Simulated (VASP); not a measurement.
# TaN (F-43m) in VASP: a series of runs

TaN is run at these levels: r2SCAN; tasks: single point.

All numbers are computed with VASP 6.6.1; they aren't measurements. Logs are shortened: lines on timing, memory, paths and dates and some standing lists are left out, and cuts for length are marked.

**1. The cell of the first run**

It takes space group F-43m (No. 216, cubic). The conventional cell has a = 4.764 Å, b = 4.764 Å, c = 4.764 Å, α = 90.00°, β = 90.00°, γ = 90.00°. Within 2.7 Å of Ta (site symmetry -43m) lie 4 N at 2.06 Å. Within 2.7 Å of N (site symmetry -43m) lie 4 Ta at 2.06 Å.

**2. Single point, r2SCAN, collinear spin (13.52 Å³/atom)**

File POSCAR:

```
TaN
1.0
    0.0000000000      2.3821777771      2.3821777771
    2.3821777771      0.0000000000      2.3821777771
    2.3821777771      2.3821777771      0.0000000000
Ta N
1 1
Direct
    0.0000000000      0.0000000000      0.0000000000
    0.2500000000      0.2500000000      0.2500000000
```

File INCAR.step1:

```
PREC = Accurate
ENCUT = 660
ISMEAR = 0
SIGMA = 0.05
LREAL = F
LASPH = T
NELM = 200
ISPIN = 2
MAGMOM = 0.05 0
LMAXMIX = 4
NBANDS = 19
GGA = PE
ALGO = Normal
EDIFF = 1E-5
LWAVE = T
LCHARG = F
GGA_COMPAT = F
```

File INCAR.step2:

```
PREC = Accurate
ENCUT = 660
EDIFF = 1E-6
ISMEAR = 0
SIGMA = 0.05
LREAL = F
LASPH = T
NELM = 200
ALGO = Normal
ISIF = 2
LWAVE = F
LCHARG = F
ISPIN = 2
MAGMOM = 0.05 0
LORBIT = 11
LMAXMIX = 4
METAGGA = R2SCAN
LMIXTAU = T
NBANDS = 19
ISTART = 1
GGA_COMPAT = F
```

File KPOINTS:

```
Automatic mesh
0
Gamma
  12 12 12
```

Potentials or basis: VASP PAW PBE potentials, release 64 (Ta_pv, N).

Started as:

```bash
> cat potpaw_PBE.64/Ta_pv/POTCAR potpaw_PBE.64/N/POTCAR > POTCAR
> cp INCAR.step1 INCAR
> mpirun -np 1 vasp_std > vasp.out
> cp INCAR.step2 INCAR
> mpirun -np 1 vasp_std > vasp.out
```

OUTCAR:

```text
PREC = Accurate
   ENCUT = 660
   EDIFF = 1E-6
   ISMEAR = 0
   LREAL = F
   LASPH = T
   NELM = 200
   ISIF = 2
   ISPIN = 2
   LORBIT = 11
   METAGGA = R2SCAN
   ISTART = 1

 ion  position               nearest neighbor table
   1  0.000  0.000  0.000-   2 2.06   2 2.06   2 2.06   2 2.06
   2  0.250  0.250  0.250-   1 2.06   1 2.06   1 2.06   1 2.06

  LATTYP: Found a face centered cubic cell.
 ALAT       =     4.7643555542

  Lattice vectors:

 A1 = (   0.0000000000,   2.3821777771,   2.3821777771)
 A2 = (   2.3821777771,   0.0000000000,   2.3821777771)
 A3 = (   2.3821777771,   2.3821777771,   0.0000000000)

Analysis of symmetry for initial positions (statically):
=====================================================================
 Subroutine PRICEL returns:
 Original cell was already a primitive cell.

 Routine SETGRP: Setting up the symmetry group for a
 face centered cubic supercell.

 Subroutine GETGRP returns: Found 24 space group operations
 (whereof 24 operations were pure point group operations)
 out of a pool of 48 trial point group operations.

The static configuration has the point symmetry T_d .

Analysis of symmetry for dynamics (positions and initial velocities):
=====================================================================
 Subroutine PRICEL returns:
 Original cell was already a primitive cell.

 Routine SETGRP: Setting up the symmetry group for a
 face centered cubic supercell.

 Subroutine GETGRP returns: Found 24 space group operations
 (whereof 24 operations were pure point group operations)
 out of a pool of 48 trial point group operations.

The dynamic configuration has the point symmetry T_d .

Analysis of structural, dynamic, and magnetic symmetry:
=====================================================================
 Subroutine PRICEL returns:
 Original cell was already a primitive cell.

 Routine SETGRP: Setting up the symmetry group for a
 face centered cubic supercell.

 Subroutine GETGRP returns: Found 24 space group operations
 (whereof 24 operations were pure point group operations)
 out of a pool of 48 trial point group operations.

The overall configuration has the point symmetry T_d .

 Subroutine INISYM returns: Found 24 space group operations
 (whereof 24 operations are pure point group operations),
 and found     1 'primitive' translations

----------------------------------------------------------------------------------------

                                     Primitive cell

  volume of cell :      27.0366

  direct lattice vectors                    reciprocal lattice vectors
     0.000000000  2.382177777  2.382177777    -0.209891976  0.209891976  0.209891976
     2.382177777  0.000000000  2.382177777     0.209891976 -0.209891976  0.209891976
     2.382177777  2.382177777  0.000000000     0.209891976  0.209891976 -0.209891976

  length of vectors
     3.368908120  3.368908120  3.368908120     0.363543566  0.363543566  0.363543566

  position of ions in fractional coordinates (direct lattice)
     0.000000000  0.000000000  0.000000000
     0.250000000  0.250000000  0.250000000

  ion indices of the primitive-cell ions
   primitive index   ion index
                 1           1
                 2           2

----------------------------------------------------------------------------------------

 KPOINTS: Automatic mesh

Automatic generation of k-mesh.
 Grid dimensions read from file:
 generate k-points for:   12   12   12

 Generating k-lattice:

  Cartesian coordinates                     Fractional coordinates (reciprocal lattice)
    -0.017490998  0.017490998  0.017490998     0.083333333  0.000000000  0.000000000
     0.017490998 -0.017490998  0.017490998     0.000000000  0.083333333  0.000000000
     0.017490998  0.017490998 -0.017490998     0.000000000  0.000000000  0.083333333

  Length of vectors
     0.030295297  0.030295297  0.030295297

  Shift w.r.t. Gamma in fractional coordinates (k-lattice)
     0.000000000  0.000000000  0.000000000

 Subroutine IBZKPT returns following result:
 ===========================================

 Found     72 irreducible k-points:

 Following reciprocal coordinates:
            Coordinates               Weight
  0.000000  0.000000  0.000000      1.000000
  0.083333  0.000000  0.000000      8.000000
  0.166667  0.000000  0.000000      8.000000
  0.250000  0.000000  0.000000      8.000000
  0.333333  0.000000  0.000000      8.000000
  0.416667  0.000000  0.000000      8.000000
[... 16 lines left out ...]
  0.500000  0.166667  0.000000     24.000000
 -0.416667  0.166667  0.000000     24.000000
 [... further k-points ...]
   k-points           NKPTS =     72   k-points in BZ     NKDIM =     72   number of bands    NBANDS=     19
   number of dos      NEDOS =    301   number of ions     NIONS =      2
   total plane-waves  NPLWV =  21952
   dimension x,y,z NGX =    28 NGY =   28 NGZ =   28
   dimension x,y,z NGXF=    56 NGYF=   56 NGZF=   56
   ions per type =               1   1
   NGX,Y,Z   is equivalent  to a cutoff of  13.82, 13.82, 13.82 a.u.
   NGXF,Y,Z  is equivalent  to a cutoff of  27.63, 27.63, 27.63 a.u.
 SYSTEM =  unknown system
   PREC   = accura    normal or accurate (medium, high low for compatibility)
   ISTART =      1    job   : 0-new  1-cont  2-samecut
   ICHARG =      0    charge: 1-file 2-atom 10-const
   ISPIN  =      2    spin polarized calculation?
   LNONCOLLINEAR =      F non collinear calculations
   LSORBIT =      F    spin-orbit coupling
   LASPH  =      T    aspherical Exc in radial PAW
   ENCUT  =  660.0 eV  48.51 Ry    6.96 a.u.   7.06  7.06  7.06*2*pi/ulx,y,z
   NELM   =    200;   NELMIN=  2; NELMDL=  0     # of ELM steps
   EDIFF  = 0.1E-05   stopping-criterion for ELM
   LREAL  =      F    real-space projection
   EDIFFG = 0.1E-04   stopping-criterion for IOM
   NSW    =      0    number of steps for IOM
   IBRION =     -1    ionic relax: 0-MD 1-quasi-New 2-CG
   NFREE  =      0    steps in history (QN), initial steepest desc. (CG)
   ISIF   =      2    stress and relaxation
   ISYM   =      2    0-nonsym 1-usesym 2-fastsym
   POTIM  = 0.5000    time-step for ionic-motion
   TEBEG  =    0.0;   TEEND  =   0.0 temperature during run
   PSTRESS=    0.0 pullay stress
   NELECT =      16.0000    total number of electrons
   NUPDOWN=      -1.0000    fix difference up-down
   EMIN   =  10.00;   EMAX   =-10.00  energy-range for DOS
   EFERMI =   0.00;   METHOD = LEGACY
   ISMEAR =     0;   SIGMA  =   0.05  broadening in eV -4-tet -1-fermi 0-gaus
   EFERMI_NEDOS =   21; number of points for ismear=-14 and -15
   IALGO  =     38    algorithm
   IMIX   =      4    mixing-type and parameters
     AMIX     =   0.40;   BMIX     =  1.00
     AMIX_MAG =   1.60;   BMIX_MAG =  1.00
  volume/ion in A,a.u.               =      13.52        91.23
  Fermi-wavevector in a.u.,A,eV,Ry     =   1.374455  2.597344 25.703143  1.889128
  Thomas-Fermi vector in A             =   2.499880
   LORBIT       =     11    0 simple, 1 ext, 2 COOP (PROOUT), +10 PAW based schemes
   METAGGA = R2SCAN    functional components
   LHFCALC =     F    Hartree Fock is set to
   AEXX    =    0.0000 exact exchange contribution
   IVDW    =     0    specifies the selected vdW correction
   LEPSILON=     F    determine dielectric tensor
   LRPA    =     F    only Hartree local field effects (RPA)
 spin polarized calculation
 Gauss-broadening in eV      SIGMA  =   0.05
  energy-cutoff  :      660.00
  volume of cell :       27.04
 maximum number of plane-waves:      1056
   NGX = 15   NGY = 15   NGZ = 15

 number of electron      15.9999999 magnetization      -0.0000008

 Free energy of the ion-electron system (eV)
  ---------------------------------------------------
  ext. energy  EPLUGINS =         0.00000000
  ---------------------------------------------------
  free energy    TOTEN  =       -59.36762726 eV

  energy without entropy =      -59.36538712  energy(sigma->0) =      -59.36650719

 E-fermi :   6.9094     XC(G=0): -12.7690

 val. band max:        6.9023417472   @ k =  -0.2500   0.4167   0.1667
 cond. band min:       6.9329679367   @ k =  -0.3333   0.4167   0.1667
 fundamental gap:      0.0306261894
 Fermi energy:         6.9093911032

 spin component 1

 k-point     1 :       0.0000    0.0000    0.0000
  band No.  band energies     occupation
      1     -30.2159      1.00000
      2     -30.2159      1.00000
      3     -30.2159      1.00000
      4     -11.7911      1.00000
      5      -0.5203      1.00000
      6      -0.5203      1.00000
[... 11 lines left out ...]
     18      22.1818      0.00000
     19      28.6468      0.00000
[... 485 lines left out ...]
 k-point    24 :      -0.4167    0.1667    0.0000
  band No.  band energies     occupation
      1     -30.6242      1.00000
      2     -30.3549      1.00000
      3     -30.2924      1.00000
      4     -10.5087      1.00000
      5      -0.4085      1.00000
      6       0.0327      1.00000
[... 11 lines left out ...]
     18      24.6597      0.00000
     19      28.1581      0.00000

 [... further k-points ...]

 spin component 2

 k-point     1 :       0.0000    0.0000    0.0000
  band No.  band energies     occupation
      1     -30.2159      1.00000
      2     -30.2159      1.00000
      3     -30.2159      1.00000
      4     -11.7911      1.00000
      5      -0.5203      1.00000
      6      -0.5203      1.00000
[... 11 lines left out ...]
     18      22.1818      0.00000
     19      28.6468      0.00000
[... 485 lines left out ...]
 k-point    24 :      -0.4167    0.1667    0.0000
  band No.  band energies     occupation
      1     -30.6242      1.00000
      2     -30.3549      1.00000
      3     -30.2924      1.00000
      4     -10.5087      1.00000
      5      -0.4085      1.00000
      6       0.0327      1.00000
[... 11 lines left out ...]
     18      24.6597      0.00000
     19      28.1581      0.00000

 [... further k-points ...]

------------------------ aborting loop because EDIFF is reached ----------------------------------------

  FORCE on cell =-STRESS in cart. coord.  units (eV):
  Direction    XX          YY          ZZ          XY          YZ          ZX
  --------------------------------------------------------------------------------------
  -------------------------------------------------------------------------------------
  Total       -0.6692206     -0.6692206     -0.6692206      0.0000000     -0.0000000      0.0000000
  in kB      -39.6576843    -39.6576843    -39.6576843      0.0000000     -0.0000000      0.0000000
  external PRESSURE =     -39.6576843 kB  Pullay stress =       0.0000000 kB

 VOLUME and BASIS-vectors are now :
 -----------------------------------------------------------------------------
  energy-cutoff  :      660.00
  volume of cell :       27.04
      direct lattice vectors                 reciprocal lattice vectors
     0.000000000  2.382177777  2.382177777    -0.209891976  0.209891976  0.209891976
     2.382177777  0.000000000  2.382177777     0.209891976 -0.209891976  0.209891976
     2.382177777  2.382177777  0.000000000     0.209891976  0.209891976 -0.209891976

 POSITION                                       TOTAL-FORCE (eV/Angst)
 -----------------------------------------------------------------------------------
      0.00000      0.00000      0.00000         0.000000      0.000000      0.000000
      1.19109      1.19109      1.19109        -0.000000     -0.000000     -0.000000
 -----------------------------------------------------------------------------------
    total drift:                               -0.000000     -0.000000     -0.000000

  FREE ENERGIE OF THE ION-ELECTRON SYSTEM (eV)
  ---------------------------------------------------
  free  energy   TOTEN  =       -59.3676272613 eV

  energy  without entropy=      -59.3653871213  energy(sigma->0) =      -59.36650719

 total charge

# of ion       s       p       d       tot
------------------------------------------
    1        0.312   6.231   2.357   8.900
    2        1.260   2.543   0.000   3.802
--------------------------------------------------
tot          1.572   8.773   2.357  12.702

 magnetization (x)

# of ion       s       p       d       tot
------------------------------------------
    1        0.000  -0.000  -0.000  -0.000
    2        0.000  -0.000   0.000   0.000
--------------------------------------------------
tot          0.000  -0.000  -0.000  -0.000
```

Wall time 3.5 min (1 thread of AMD EPYC 9R45 (Zen 5), shared host); peak memory 0.21 GiB.

What came out:

* Free energy: -59.3676 eV
* Pressure: -4.0 GPa
* Band gap on the k mesh: zero (filled and empty bands overlap)
* Net moment: 0.00 μB per cell
* Valence electrons inside the program's atomic spheres: Ta 8.90; N 3.80

Caveat: the cell stands under tension; the PAW data sets were made with another functional, which shifts forces and pressure a little; spin-orbit coupling is left out, which moves the levels of the heavy elements.

(Part 1 of 3 ends here.)
